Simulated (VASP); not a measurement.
# Zn15InS16 (a cell with a defect) (Wurtzite-4H) in VASP: single point with PBE

Aim: the single point of Zn15InS16 (a cell with a defect) (Wurtzite-4H) with PBE.

Program: VASP 6.6.1. These are calculated values, not measurements. Logs are shortened: lines on timing, memory, paths and dates and some standing lists are left out, and cuts for length are marked.

**1. The cell of the first run**

The cell holds a defect, 32 atoms: a = 7.645 Å, b = 7.645 Å, c = 12.520 Å, α = 90.00°, β = 90.00°, γ = 120.00°.

**2. Single point, PBE**

INCAR

```
  PREC = Accurate
  ENCUT = 520
  EDIFF = 1E-6
  ISMEAR = -1
  SIGMA = 0.01
  LREAL = Auto
  LASPH = T
  NELM = 100
  ALGO = Normal
  ISIF = 2
  LWAVE = F
  LCHARG = F
  GGA = PE
  NELECT = 288.0
  NBANDS = 166
```

KPOINTS

```
regular mesh
0
Gamma
  3 3 2
```

POSCAR

```
Zn15InS16
1.0
    7.6453999999      0.0000000000      0.0000000000
   -3.8227000000      6.6211106220      0.0000000000
    0.0000000000      0.0000000000     12.5200000000
Zn In S
15 1 16
Direct
   -0.0000258769     -0.0000517538     -0.0074388209
   -0.0000258769      0.5000258769     -0.0074388209
    0.5000000000      0.0000000000     -0.0016372216
    0.5000517538      0.5000258769     -0.0074388209
   -0.0041104140     -0.0082208281      0.5043071853
   -0.0041104140      0.5041104140      0.5043071853
    0.5000000000      0.0000000000      0.5028525403
    0.5082208281      0.5041104140      0.5043071853
    0.1725755993      0.8362877997      0.2535734046
    0.6637122003      0.3274244007      0.2535734046
    0.6637122003      0.8362877997      0.2535734046
    0.3338865133      0.1661134867      0.7493845701
    0.3338865133      0.6677730266      0.7493845701
    0.8322269734      0.1661134867      0.7493845701
    0.8333333333      0.6666666667      0.7488890866
    0.1666666667      0.3333333333      0.2514221774
   -0.0078637537     -0.0157275075      0.1826028606
   -0.0078637537      0.5078637537      0.1826028606
    0.5000000000      0.0000000000      0.1865482251
    0.5157275075      0.5078637537      0.1826028606
   -0.0000256164     -0.0000512328      0.6887995239
   -0.0000256164      0.5000256164      0.6887995239
    0.5000000000      0.0000000000      0.6878616740
    0.5000512328      0.5000256164      0.6887995239
    0.1666666667      0.3333333333      0.4481928974
    0.1675441521      0.8337720761      0.4384275700
    0.6662279239      0.3324558479      0.4384275700
    0.6662279239      0.8337720761      0.4384275700
    0.3338755552      0.1661244448      0.9370347796
    0.3338755552      0.6677511104      0.9370347796
    0.8322488896      0.1661244448      0.9370347796
    0.8333333333      0.6666666667      0.9357974008
```

Potentials or basis: VASP PAW PBE potentials, release 64 (Zn, In_d, S).

On the command line:

```bash
$ cat potpaw_PBE.64/Zn/POTCAR potpaw_PBE.64/In_d/POTCAR potpaw_PBE.64/S/POTCAR > POTCAR
$ mpirun -np 1 vasp_std > vasp.out
```

OUTCAR:

```text
PREC = Accurate
   ENCUT = 520
   EDIFF = 1E-6
   ISMEAR = -1
   LREAL = Auto
   LASPH = T
   NELM = 100
   ISIF = 2
   GGA = PE
   NELECT = 288.0

 ion  position               nearest neighbor table
   1  1.000  1.000  0.993-  29 2.32  31 2.32  32 2.32  17 2.38
   2  1.000  0.500  0.993-  30 2.32  31 2.32  32 2.32  18 2.38
   3  0.500  0.000  0.998-  31 2.33  30 2.33  29 2.33  19 2.36
   4  0.500  0.500  0.993-  29 2.32  30 2.32  32 2.32  20 2.38
   5  0.996  0.992  0.504-  21 2.31  26 2.33  28 2.33  25 2.37
   6  0.996  0.504  0.504-  22 2.31  27 2.33  26 2.33  25 2.37
[... 24 lines left out ...]
  31  0.832  0.166  0.937-   2 2.32   1 2.32   3 2.33  14 2.35
  32  0.833  0.667  0.936-   4 2.32   1 2.32   2 2.32  15 2.34

  LATTYP: Found a hexagonal cell.
 ALAT       =     7.6453999999
 C/A-ratio  =     1.6375859994

  Lattice vectors:

 A1 = (   7.6453999999,   0.0000000000,   0.0000000000)
 A2 = (  -3.8227000000,   6.6211106220,   0.0000000000)
 A3 = (   0.0000000000,   0.0000000000,  12.5200000000)

Analysis of symmetry for initial positions (statically):
=====================================================================
 Subroutine PRICEL returns:
 Original cell was already a primitive cell.

 Routine SETGRP: Setting up the symmetry group for a
 hexagonal supercell.

 Subroutine GETGRP returns: Found  6 space group operations
 (whereof  2 operations were pure point group operations)
 out of a pool of 24 trial point group operations.

The static configuration has the point symmetry C_1h.
 The point group associated with its full space group is C_3v.

Analysis of symmetry for dynamics (positions and initial velocities):
=====================================================================
 Subroutine PRICEL returns:
 Original cell was already a primitive cell.

 Routine SETGRP: Setting up the symmetry group for a
 hexagonal supercell.

 Subroutine GETGRP returns: Found  6 space group operations
 (whereof  2 operations were pure point group operations)
 out of a pool of 24 trial point group operations.

The dynamic configuration has the point symmetry C_1h.
 The point group associated with its full space group is C_3v.

 Subroutine INISYM returns: Found  6 space group operations
 (whereof  2 operations are pure point group operations),
 and found     1 'primitive' translations

----------------------------------------------------------------------------------------

                                     Primitive cell

  volume of cell :     633.7754

  direct lattice vectors                    reciprocal lattice vectors
     7.645400000  0.000000000  0.000000000     0.130797604  0.075516032  0.000000000
    -3.822700000  6.621110622  0.000000000     0.000000000  0.151032064  0.000000000
     0.000000000  0.000000000 12.520000000     0.000000000  0.000000000  0.079872204

  length of vectors
     7.645400000  7.645400000 12.520000000     0.151032064  0.151032064  0.079872204

  position of ions in fractional coordinates (direct lattice)
     0.999974123  0.999948246  0.992561179
     0.999974123  0.500025877  0.992561179
     0.500000000  0.000000000  0.998362778
     0.500051754  0.500025877  0.992561179
     0.995889586  0.991779172  0.504307185
     0.995889586  0.504110414  0.504307185
[... 24 lines left out ...]
     0.832248890  0.166124445  0.937034780
     0.833333333  0.666666667  0.935797401

  ion indices of the primitive-cell ions
   primitive index   ion index
                 1           1
                 2           2
                 3           3
                 4           4
                 5           5
                 6           6
[... 24 lines left out ...]
                31          31
                32          32

----------------------------------------------------------------------------------------

 KPOINTS: regular mesh

Automatic generation of k-mesh.
 Grid dimensions read from file:
 generate k-points for:    3    3    2

 Generating k-lattice:

  Cartesian coordinates                     Fractional coordinates (reciprocal lattice)
     0.043599201  0.025172011  0.000000000     0.333333333  0.000000000  0.000000000
     0.000000000  0.050344021  0.000000000     0.000000000  0.333333333  0.000000000
     0.000000000  0.000000000  0.039936102     0.000000000  0.000000000  0.500000000

  Length of vectors
     0.050344021  0.050344021  0.039936102

  Shift w.r.t. Gamma in fractional coordinates (k-lattice)
     0.000000000  0.000000000  0.000000000

 Subroutine IBZKPT returns following result:
 ===========================================

 Found      6 irreducible k-points:

 Following reciprocal coordinates:
            Coordinates               Weight
  0.000000  0.000000  0.000000      1.000000
  0.333333  0.000000  0.000000      6.000000
  0.333333  0.333333  0.000000      2.000000
  0.000000  0.000000  0.500000      1.000000
  0.333333  0.000000  0.500000      6.000000
  0.333333  0.333333  0.500000      2.000000
   k-points           NKPTS =      6   k-points in BZ     NKDIM =      6   number of bands    NBANDS=    166
   number of dos      NEDOS =    301   number of ions     NIONS =     32
   total plane-waves  NPLWV = 345600
   dimension x,y,z NGX =    60 NGY =   60 NGZ =   96
   dimension x,y,z NGXF=   120 NGYF=  120 NGZF=  192
   ions per type =              15   1  16
   NGX,Y,Z   is equivalent  to a cutoff of  13.05, 13.05, 12.75 a.u.
   NGXF,Y,Z  is equivalent  to a cutoff of  26.09, 26.09, 25.49 a.u.
 SYSTEM =  unknown system
   PREC   = accura    normal or accurate (medium, high low for compatibility)
   ISTART =      0    job   : 0-new  1-cont  2-samecut
   ICHARG =      2    charge: 1-file 2-atom 10-const
   ISPIN  =      1    spin polarized calculation?
   LNONCOLLINEAR =      F non collinear calculations
   LSORBIT =      F    spin-orbit coupling
   LASPH  =      T    aspherical Exc in radial PAW
   ENCUT  =  520.0 eV  38.22 Ry    6.18 a.u.  14.22 14.22 23.28*2*pi/ulx,y,z
   NELM   =    100;   NELMIN=  2; NELMDL= -5     # of ELM steps
   EDIFF  = 0.1E-05   stopping-criterion for ELM
   LREAL  =      T    real-space projection
   EDIFFG = 0.1E-04   stopping-criterion for IOM
   NSW    =      0    number of steps for IOM
   IBRION =     -1    ionic relax: 0-MD 1-quasi-New 2-CG
   NFREE  =      0    steps in history (QN), initial steepest desc. (CG)
   ISIF   =      2    stress and relaxation
   ISYM   =      2    0-nonsym 1-usesym 2-fastsym
   POTIM  = 0.5000    time-step for ionic-motion
   TEBEG  =    0.0;   TEEND  =   0.0 temperature during run
   PSTRESS=    0.0 pullay stress
   NELECT =     288.0000    total number of electrons
   NUPDOWN=      -1.0000    fix difference up-down
   EMIN   =  10.00;   EMAX   =-10.00  energy-range for DOS
   EFERMI =   0.00;   METHOD = LEGACY
   ISMEAR =    -1;   SIGMA  =   0.01  broadening in eV -4-tet -1-fermi 0-gaus
   EFERMI_NEDOS =   21; number of points for ismear=-14 and -15
   IALGO  =     38    algorithm
   IMIX   =      4    mixing-type and parameters
     AMIX     =   0.40;   BMIX     =  1.00
     AMIX_MAG =   1.60;   BMIX_MAG =  1.00
  volume/ion in A,a.u.               =      19.81       133.65
  Fermi-wavevector in a.u.,A,eV,Ry     =   1.258618  2.378443 21.553244  1.584119
  Thomas-Fermi vector in A             =   2.392218
   LORBIT       =      0    0 simple, 1 ext, 2 COOP (PROOUT), +10 PAW based schemes
   GGA     = PE    functional components
   LHFCALC =     F    Hartree Fock is set to
   AEXX    =    0.0000 exact exchange contribution
   IVDW    =     0    specifies the selected vdW correction
   LEPSILON=     F    determine dielectric tensor
   LRPA    =     F    only Hartree local field effects (RPA)
 non-spin polarized calculation
  energy-cutoff  :      520.00
  volume of cell :      633.78
 maximum number of plane-waves:     17117
 NGX is ok and might be reduce to    60
   NGX = 29   NGY = 29   NGZ = 47

 number of electron     288.0000096 magnetization

 Free energy of the ion-electron system (eV)
  ---------------------------------------------------
  ext. energy  EPLUGINS =         0.00000000
  ---------------------------------------------------
  free energy    TOTEN  =      -113.71262950 eV

  energy without entropy =     -113.71262950  energy(sigma->0) =     -113.71262950

 E-fermi :   2.6655     XC(G=0):  -9.6260

 val. band max:        2.4110569222   @ k =   0.0000   0.0000   0.0000
 cond. band min:       4.2283226289   @ k =   0.0000   0.0000   0.0000
 fundamental gap:      1.8172657067
 Fermi energy:         2.6654938030

 k-point     1 :       0.0000    0.0000    0.0000
  band No.  band energies     occupation
      1     -12.0128      2.00000
      2     -12.0128      2.00000
      3     -12.0040      2.00000
      4     -11.6905      2.00000
      5     -11.6905      2.00000
      6     -10.8889      2.00000
[... 148 lines left out ...]
    155       6.0437      0.00000
    156       6.1919      0.00000

 k-point     2 :       0.3333    0.0000    0.0000
  band No.  band energies     occupation
      1     -12.0259      2.00000
      2     -12.0116      2.00000
      3     -11.9986      2.00000
      4     -11.6906      2.00000
      5     -11.6903      2.00000
      6     -10.6919      2.00000
[... 148 lines left out ...]
    155       6.9429      0.00000
    156       7.0029      0.00000

 k-point     3 :       0.3333    0.3333    0.0000
  band No.  band energies     occupation
      1     -12.0310      2.00000
      2     -12.0107      2.00000
      3     -11.9973      2.00000
      4     -11.6904      2.00000
      5     -11.6904      2.00000
      6     -10.4651      2.00000
[... 148 lines left out ...]
    155       7.1947      0.00000
    156       7.2167      0.00000

 k-point     4 :       0.0000    0.0000    0.5000
  band No.  band energies     occupation
      1     -12.0128      2.00000
      2     -12.0128      2.00000
      3     -12.0041      2.00000
      4     -11.6905      2.00000
      5     -11.6905      2.00000
      6     -10.8510      2.00000
[... 148 lines left out ...]
    155       6.2079      0.00000
    156       6.3467      0.00000

 k-point     5 :       0.3333    0.0000    0.5000
  band No.  band energies     occupation
      1     -12.0259      2.00000
      2     -12.0115      2.00000
      3     -11.9986      2.00000
      4     -11.6906      2.00000
      5     -11.6903      2.00000
      6     -10.6574      2.00000
[... 148 lines left out ...]
    155       6.7591      0.00000
    156       6.7706      0.00000

 k-point     6 :       0.3333    0.3333    0.5000
  band No.  band energies     occupation
      1     -12.0310      2.00000
      2     -12.0107      2.00000
      3     -11.9973      2.00000
      4     -11.6905      2.00000
      5     -11.6904      2.00000
      6     -10.4467      2.00000
[... 148 lines left out ...]
    155       7.5171      0.00000
    156       7.5298      0.00000
 [bands above 156 left out]

------------------------ aborting loop because EDIFF is reached ----------------------------------------

  FORCE on cell =-STRESS in cart. coord.  units (eV):
  Direction    XX          YY          ZZ          XY          YZ          ZX
  --------------------------------------------------------------------------------------
  -------------------------------------------------------------------------------------
  Total        2.5384908      2.5384908      2.3082244     -0.0000000     -0.0000000      0.0000000
  in kB        6.4172770      6.4172770      5.8351662     -0.0000000     -0.0000000      0.0000000
  external PRESSURE =       6.2232401 kB  Pullay stress =       0.0000000 kB

 VOLUME and BASIS-vectors are now :
 -----------------------------------------------------------------------------
  energy-cutoff  :      520.00
  volume of cell :      633.78
      direct lattice vectors                 reciprocal lattice vectors
     7.645400000  0.000000000  0.000000000     0.130797604  0.075516032  0.000000000
    -3.822700000  6.621110622  0.000000000     0.000000000  0.151032064  0.000000000
     0.000000000  0.000000000 12.520000000     0.000000000  0.000000000  0.079872204

 POSITION                                       TOTAL-FORCE (eV/Angst)
 -----------------------------------------------------------------------------------
      3.82270      6.62077     12.42687        -0.000000      0.003209     -0.004859
      5.73375      3.31073     12.42687         0.002779     -0.001605     -0.004859
      3.82270      0.00000     12.49950        -0.000000      0.000000      0.008199
      1.91165      3.31073     12.42687        -0.002779     -0.001605     -0.004859
      3.82270      6.56668      6.31393        -0.000000      0.002257     -0.006132
      5.68691      3.33777      6.31393         0.001955     -0.001128     -0.006132
[... 24 lines left out ...]
      5.72783      1.09993     11.73168        -0.001165     -0.000673      0.002142
      3.82270      4.41407     11.71618        -0.000000      0.000000     -0.003817
 -----------------------------------------------------------------------------------
    total drift:                               -0.000011      0.000001     -0.015685

  FREE ENERGIE OF THE ION-ELECTRON SYSTEM (eV)
  ---------------------------------------------------
  free  energy   TOTEN  =      -113.7126294978 eV

  energy  without entropy=     -113.7126294978  energy(sigma->0) =     -113.71262950
```

Run time: 17 min. Hardware: 1 thread of Intel Xeon 6975P-C (Granite Rapids), shared host; peak memory 0.92 GiB.

Results:

* Free energy: -113.7126 eV
* Largest force: 0.017 eV/Å

Forces in eV/Å, atoms in the order of the input:
```
Zn   0.000  0.003 -0.005
Zn   0.003 -0.002 -0.005
Zn   0.000  0.000  0.008
Zn  -0.003 -0.002 -0.005
Zn   0.000  0.002 -0.006
Zn   0.002 -0.001 -0.006
Zn   0.000  0.000  0.007
Zn  -0.002 -0.001 -0.006
Zn   0.002  0.001  0.004
Zn   0.000 -0.002  0.004
Zn  -0.002  0.001  0.004
Zn  -0.004  0.002 -0.005
Zn   0.000 -0.004 -0.005
Zn   0.004  0.002 -0.005
Zn   0.000  0.000  0.004
In   0.000  0.000 -0.007
S    0.000  0.016  0.007
S    0.014 -0.008  0.007
S    0.000  0.000 -0.010
S   -0.014 -0.008  0.007
S    0.000  0.004  0.003
S    0.003 -0.002  0.003
S    0.000  0.000  0.003
S   -0.003 -0.002  0.003
S    0.000  0.000 -0.010
S    0.002  0.001  0.002
S    0.000 -0.002  0.002
S   -0.002  0.001  0.002
S    0.001 -0.001  0.002
S    0.000  0.001  0.002
S   -0.001 -0.001  0.002
S    0.000  0.000 -0.004
```

Caveat: the cell carries a net charge on a neutralising background, which shifts energy and pressure; the cell is charged against a uniform background, so pressure and absolute levels hang on convention; spin-orbit coupling is left out, which moves the levels of the heavy elements.
